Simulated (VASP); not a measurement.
# WS (F-43m) in VASP: further runs

Runs on WS. Level: PBE. Tasks: single point.

Everything below comes from runs of VASP 6.6.1. Logs are shortened: lines on timing, memory, paths and dates and some standing lists are left out, and cuts for length are marked.

## 1. The cell of the first run

Symmetry: F-43m, No. 216, cubic system. Conventional cell: a = 5.335 Å, b = 5.335 Å, c = 5.335 Å, α = 90.00°, β = 90.00°, γ = 90.00°. W (site symmetry -43m) has 4 S at 2.31 Å within 3.1 Å. S (site symmetry -43m) has 4 W at 2.31 Å within 3.1 Å.

## 2. Single point, PBE

INCAR

```
PREC = Accurate ; ENCUT = 520
EDIFF = 1E-7 ; ISMEAR = 0
SIGMA = 0.1 ; LREAL = False
LASPH = True ; NELM = 80
ALGO = Normal ; ISIF = 2
LWAVE = False ; LCHARG = False
GGA = PE ; NBANDS = 17
```

KPOINTS

```
regular mesh
0
Gamma
  6 6 6
```

POSCAR

```
WS
1.0
    0.0000000000      2.6676840128      2.6676840128
    2.6676840128      0.0000000000      2.6676840128
    2.6676840128      2.6676840128      0.0000000000
W S
1 1
Direct
    0.0000000000      0.0000000000      0.0000000000
    0.7500000000      0.7500000000      0.7500000000
```

Potentials or basis: VASP PAW PBE potentials, release 64 (W_sv, S).

Run with:

```console
cat potpaw_PBE.64/W_sv/POTCAR potpaw_PBE.64/S/POTCAR > POTCAR
mpirun -np 1 vasp_std > vasp.out
```

OUTCAR:

```text
PREC = Accurate
   ENCUT = 520
   EDIFF = 1E-7
   ISMEAR = 0
   LREAL = False
   LASPH = True
   NELM = 80
   ISIF = 2
   GGA = PE

 ion  position               nearest neighbor table
   1  0.000  0.000  0.000-   2 2.31   2 2.31   2 2.31   2 2.31
   2  0.750  0.750  0.750-   1 2.31   1 2.31   1 2.31   1 2.31

  LATTYP: Found a face centered cubic cell.
 ALAT       =     5.3353680256

  Lattice vectors:

 A1 = (   0.0000000000,   2.6676840128,   2.6676840128)
 A2 = (   2.6676840128,   0.0000000000,   2.6676840128)
 A3 = (   2.6676840128,   2.6676840128,   0.0000000000)

Analysis of symmetry for initial positions (statically):
=====================================================================
 Subroutine PRICEL returns:
 Original cell was already a primitive cell.

 Routine SETGRP: Setting up the symmetry group for a
 face centered cubic supercell.

 Subroutine GETGRP returns: Found 24 space group operations
 (whereof 24 operations were pure point group operations)
 out of a pool of 48 trial point group operations.

The static configuration has the point symmetry T_d .

Analysis of symmetry for dynamics (positions and initial velocities):
=====================================================================
 Subroutine PRICEL returns:
 Original cell was already a primitive cell.

 Routine SETGRP: Setting up the symmetry group for a
 face centered cubic supercell.

 Subroutine GETGRP returns: Found 24 space group operations
 (whereof 24 operations were pure point group operations)
 out of a pool of 48 trial point group operations.

The dynamic configuration has the point symmetry T_d .

 Subroutine INISYM returns: Found 24 space group operations
 (whereof 24 operations are pure point group operations),
 and found     1 'primitive' translations

----------------------------------------------------------------------------------------

                                     Primitive cell

  volume of cell :      37.9693

  direct lattice vectors                    reciprocal lattice vectors
     0.000000000  2.667684013  2.667684013    -0.187428495  0.187428495  0.187428495
     2.667684013  0.000000000  2.667684013     0.187428495 -0.187428495  0.187428495
     2.667684013  2.667684013  0.000000000     0.187428495  0.187428495 -0.187428495

  length of vectors
     3.772674911  3.772674911  3.772674911     0.324635676  0.324635676  0.324635676

  position of ions in fractional coordinates (direct lattice)
     0.000000000  0.000000000  0.000000000
     0.750000000  0.750000000  0.750000000

  ion indices of the primitive-cell ions
   primitive index   ion index
                 1           1
                 2           2

----------------------------------------------------------------------------------------

 KPOINTS: regular mesh

Automatic generation of k-mesh.
 Grid dimensions read from file:
 generate k-points for:    6    6    6

 Generating k-lattice:

  Cartesian coordinates                     Fractional coordinates (reciprocal lattice)
    -0.031238083  0.031238083  0.031238083     0.166666667  0.000000000  0.000000000
     0.031238083 -0.031238083  0.031238083     0.000000000  0.166666667  0.000000000
     0.031238083  0.031238083 -0.031238083     0.000000000  0.000000000  0.166666667

  Length of vectors
     0.054105946  0.054105946  0.054105946

  Shift w.r.t. Gamma in fractional coordinates (k-lattice)
     0.000000000  0.000000000  0.000000000

 Subroutine IBZKPT returns following result:
 ===========================================

 Found     16 irreducible k-points:

 Following reciprocal coordinates:
            Coordinates               Weight
  0.000000  0.000000  0.000000      1.000000
  0.166667  0.000000  0.000000      8.000000
  0.333333  0.000000  0.000000      8.000000
  0.500000  0.000000  0.000000      4.000000
  0.166667  0.166667  0.000000      6.000000
  0.333333  0.166667  0.000000     24.000000
[... 8 lines left out ...]
 -0.333333  0.333333  0.166667     24.000000
 -0.333333  0.500000  0.166667     12.000000
   k-points           NKPTS =     16   k-points in BZ     NKDIM =     16   number of bands    NBANDS=     17
   number of dos      NEDOS =    301   number of ions     NIONS =      2
   total plane-waves  NPLWV =  21952
   dimension x,y,z NGX =    28 NGY =   28 NGZ =   28
   dimension x,y,z NGXF=    56 NGYF=   56 NGZF=   56
   ions per type =               1   1
   NGX,Y,Z   is equivalent  to a cutoff of  12.34, 12.34, 12.34 a.u.
   NGXF,Y,Z  is equivalent  to a cutoff of  24.68, 24.68, 24.68 a.u.
 SYSTEM =  unknown system
   PREC   = accura    normal or accurate (medium, high low for compatibility)
   ISTART =      0    job   : 0-new  1-cont  2-samecut
   ICHARG =      2    charge: 1-file 2-atom 10-const
   ISPIN  =      1    spin polarized calculation?
   LNONCOLLINEAR =      F non collinear calculations
   LSORBIT =      F    spin-orbit coupling
   LASPH  =      T    aspherical Exc in radial PAW
   ENCUT  =  520.0 eV  38.22 Ry    6.18 a.u.   7.01  7.01  7.01*2*pi/ulx,y,z
   NELM   =     80;   NELMIN=  2; NELMDL= -5     # of ELM steps
   EDIFF  = 0.1E-06   stopping-criterion for ELM
   LREAL  =      F    real-space projection
   EDIFFG = 0.1E-05   stopping-criterion for IOM
   NSW    =      0    number of steps for IOM
   IBRION =     -1    ionic relax: 0-MD 1-quasi-New 2-CG
   NFREE  =      0    steps in history (QN), initial steepest desc. (CG)
   ISIF   =      2    stress and relaxation
   ISYM   =      2    0-nonsym 1-usesym 2-fastsym
   POTIM  = 0.5000    time-step for ionic-motion
   TEBEG  =    0.0;   TEEND  =   0.0 temperature during run
   PSTRESS=    0.0 pullay stress
   NELECT =      20.0000    total number of electrons
   NUPDOWN=      -1.0000    fix difference up-down
   EMIN   =  10.00;   EMAX   =-10.00  energy-range for DOS
   EFERMI =   0.00;   METHOD = LEGACY
   ISMEAR =     0;   SIGMA  =   0.10  broadening in eV -4-tet -1-fermi 0-gaus
   EFERMI_NEDOS =   21; number of points for ismear=-14 and -15
   IALGO  =     38    algorithm
   IMIX   =      4    mixing-type and parameters
     AMIX     =   0.40;   BMIX     =  1.00
     AMIX_MAG =   1.60;   BMIX_MAG =  1.00
  volume/ion in A,a.u.               =      18.98       128.11
  Fermi-wavevector in a.u.,A,eV,Ry     =   1.322129  2.498461 23.783319  1.748025
  Thomas-Fermi vector in A             =   2.451832
   LORBIT       =      0    0 simple, 1 ext, 2 COOP (PROOUT), +10 PAW based schemes
   GGA     = PE    functional components
   LHFCALC =     F    Hartree Fock is set to
   AEXX    =    0.0000 exact exchange contribution
   IVDW    =     0    specifies the selected vdW correction
   LEPSILON=     F    determine dielectric tensor
   LRPA    =     F    only Hartree local field effects (RPA)
 non-spin polarized calculation
 Gauss-broadening in eV      SIGMA  =   0.10
  energy-cutoff  :      520.00
  volume of cell :       37.97
 maximum number of plane-waves:      1034
   NGX = 13   NGY = 13   NGZ = 13

 number of electron      20.0000001 magnetization

 Free energy of the ion-electron system (eV)
  ---------------------------------------------------
  ext. energy  EPLUGINS =         0.00000000
  ---------------------------------------------------
  free energy    TOTEN  =       -16.11661530 eV

  energy without entropy =      -16.10201882  energy(sigma->0) =      -16.10931706

 E-fermi :   7.7063     XC(G=0): -11.0850

 val. band max:        7.6664052587   @ k =   0.3333   0.1667   0.0000
 cond. band min:       7.7103249449   @ k =   0.5000   0.1667   0.0000
 fundamental gap:      0.0439196862
 Fermi energy:         7.7063214516

 k-point     1 :       0.0000    0.0000    0.0000
  band No.  band energies     occupation
      1     -66.2753      2.00000
      2     -30.5589      2.00000
      3     -30.5589      2.00000
      4     -30.5589      2.00000
      5      -7.9434      2.00000
      6       1.6921      2.00000
[... 9 lines left out ...]
     16      15.7900      0.00000
     17      15.7900      0.00000

 k-point     2 :       0.1667    0.0000    0.0000
  band No.  band energies     occupation
      1     -66.2748      2.00000
      2     -30.5807      2.00000
      3     -30.5621      2.00000
      4     -30.5621      2.00000
      5      -7.7066      2.00000
      6       1.3369      2.00000
[... 9 lines left out ...]
     16      15.8328      0.00000
     17      15.8328      0.00000

 k-point     3 :       0.3333    0.0000    0.0000
  band No.  band energies     occupation
      1     -66.2738      2.00000
      2     -30.6237      2.00000
      3     -30.5685      2.00000
      4     -30.5685      2.00000
      5      -7.2157      2.00000
      6       0.9598      2.00000
[... 9 lines left out ...]
     16      16.8983      0.00000
     17      16.8983      0.00000

 k-point     4 :       0.5000    0.0000    0.0000
  band No.  band energies     occupation
      1     -66.2732      2.00000
      2     -30.6451      2.00000
      3     -30.5717      2.00000
      4     -30.5717      2.00000
      5      -6.9630      2.00000
      6       0.9303      2.00000
[... 9 lines left out ...]
     16      17.6566      0.00000
     17      17.6566      0.00000
[... 183 lines left out ...]
      1     -66.2731      2.00000
      2     -30.6266      2.00000
      3     -30.5926      2.00000
      4     -30.5785      2.00000
      5      -6.8796      2.00000
      6       0.8679      2.00000
[... 9 lines left out ...]
     16      15.8229      0.00000
     17      18.0017      0.00000

 k-point    15 :      -0.3333    0.3333    0.1667
  band No.  band energies     occupation
      1     -66.2727      2.00000
      2     -30.6313      2.00000
      3     -30.6018      2.00000
      4     -30.5830      2.00000
      5      -6.7097      2.00000
      6       1.3116      2.00000
[... 9 lines left out ...]
     16      16.0153      0.00000
     17      17.9301      0.00000

 k-point    16 :      -0.3333    0.5000    0.1667
  band No.  band energies     occupation
      1     -66.2725      2.00000
      2     -30.6346      2.00000
      3     -30.6005      2.00000
      4     -30.5900      2.00000
      5      -6.6237      2.00000
      6       0.8107      2.00000
[... 9 lines left out ...]
     16      16.6987      0.00000
     17      17.2898      0.00000

------------------------ aborting loop because EDIFF is reached ----------------------------------------

  FORCE on cell =-STRESS in cart. coord.  units (eV):
  Direction    XX          YY          ZZ          XY          YZ          ZX
  --------------------------------------------------------------------------------------
  -------------------------------------------------------------------------------------
  Total        0.0346689      0.0346689      0.0346689      0.0000000      0.0000000      0.0000000
  in kB        1.4629111      1.4629111      1.4629111      0.0000000      0.0000000      0.0000000
  external PRESSURE =       1.4629111 kB  Pullay stress =       0.0000000 kB

 VOLUME and BASIS-vectors are now :
 -----------------------------------------------------------------------------
  energy-cutoff  :      520.00
  volume of cell :       37.97
      direct lattice vectors                 reciprocal lattice vectors
     0.000000000  2.667684013  2.667684013    -0.187428495  0.187428495  0.187428495
     2.667684013  0.000000000  2.667684013     0.187428495 -0.187428495  0.187428495
     2.667684013  2.667684013  0.000000000     0.187428495  0.187428495 -0.187428495

 POSITION                                       TOTAL-FORCE (eV/Angst)
 -----------------------------------------------------------------------------------
      0.00000      0.00000      0.00000         0.000000     -0.000000     -0.000000
      4.00153      4.00153      4.00153        -0.000000      0.000000      0.000000
 -----------------------------------------------------------------------------------
    total drift:                                0.000000      0.000000      0.000000

  FREE ENERGIE OF THE ION-ELECTRON SYSTEM (eV)
  ---------------------------------------------------
  free  energy   TOTEN  =       -16.1166153035 eV

  energy  without entropy=      -16.1020188204  energy(sigma->0) =      -16.10931706
```

Run time: 9.5 s. Hardware: 1 thread of Intel Xeon Platinum 8259CL at 2.50GHz (Skylake/Cascade Lake), shared host; peak memory 0.15 GiB.

Results:

```yaml
Free_energy: -16.1166 eV
Pressure: 0.1 GPa
Band_gap_on_the_k_mesh: zero (band 10 reaches 8.09 eV, above the bottom of band 11 at 7.64 eV)
```

Caveat: spin-orbit coupling is left out, which moves the levels of the heavy elements.

## 3. Single point, PBE

This run uses another cell than the first one, of 20.70 Å³/atom, 1.090 times its volume.

INCAR

```
SYSTEM = WS
PREC = Accurate
ENCUT = 520
EDIFF = 1E-6
ISMEAR = 0
SIGMA = 0.1
LREAL = .False.
LASPH = .True.
NELM = 100
ALGO = Normal
ISIF = 2
LWAVE = .False.
LCHARG = .True.
GGA = PE
LELF = .True.
LVHAR = .True.
NBANDS = 17
```

KPOINTS

```
Automatic mesh
0
Gamma
  6 6 6
  0 0 0
```

POSCAR

```
WS
1.0
    0.0000000000      2.7455901119      2.7455901119
    2.7455901119      0.0000000000      2.7455901119
    2.7455901119      2.7455901119      0.0000000000
W S
1 1
Direct
    0.0000000000      0.0000000000      0.0000000000
    0.7500000000      0.7500000000      0.7500000000
```

Potentials or basis: VASP PAW PBE potentials, release 64 (W_sv, S).

Run with:

```console
cat potpaw_PBE.64/W_sv/POTCAR potpaw_PBE.64/S/POTCAR > POTCAR
mpirun -np 1 vasp_std > vasp.out
```

It took 12 s on 1 thread of Intel Xeon Platinum 8259CL at 2.50GHz (Skylake/Cascade Lake), shared host; peak memory 0.17 GiB.

The run converged. Its results:

```yaml
Free_energy: -15.9906 eV
Pressure: -11.1 GPa
Band_gap_on_the_k_mesh: zero (band 10 reaches 7.12 eV, above the bottom of band 11 at 6.72 eV)
```

Levels at points of the mesh, in eV from the Fermi level:
| k point | band 7 | band 8 | band 9 | band 10 | band 11 | band 12 | band 13 | band 14 |
| --- | --- | --- | --- | --- | --- | --- | --- | --- |
| (0.00, 0.00, 0.00) | -5.66 | -5.66 | -0.53 | -0.53 | 0.46 | 4.40 | 4.40 | 4.40 |
| (0.50, 0.00, 0.00) | -5.26 | -5.26 | -0.14 | -0.06 | -0.06 | 2.26 | 2.26 | 3.24 |
| (0.50, 0.50, 0.00) | -4.55 | -4.55 | -1.79 | -0.45 | 0.69 | 1.00 | 1.00 | 6.95 |

Caveat: spin-orbit coupling is left out, which moves the levels of the heavy elements.
